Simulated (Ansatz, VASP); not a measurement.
# In: VASP beside Ansatz

```xyz
1
Lattice="-1.5715 1.5715 2.7840 1.5715 -1.5715 2.7840 1.5715 1.5715 -2.7840" Properties=species:S:1:pos:R:3 pbc="T T T"
In    0.0000    0.0000    0.0000
```

Alike in both runs: task single point; functional LDA; k mesh 22 × 22 × 22; occupations gaussian, width 0.15 eV; no spin polarisation.

```csv
,VASP,Ansatz
version,VASP 6.6.1,Ansatz 0.2.0
potentials or method,"VASP PAW LDA potentials, release 64 (In_d), cutoff 520 eV","scalar-relativistic, plane waves, PAW"
valence electrons in the cell,13,13
```

Ansatz gave:

| Property | Result |
| --- | --- |
| gap on the k mesh at the Fermi level (eV) | none |
| pressure (GPa) | -3.8 |
| traceless stress, the component that is largest in VASP (GPa) | -0.86 |

Task: Which values does VASP return?

Result: gap on the k mesh at the Fermi level (eV): none; pressure (GPa): -3.8; traceless stress, the component that is largest in VASP (GPa): -0.89.

LDA's correlation is that of Perdew and Zunger in VASP and of Perdew and Wang (1992) in Ansatz. A gap of «none» marks a metal or a gap that the smearing closes.
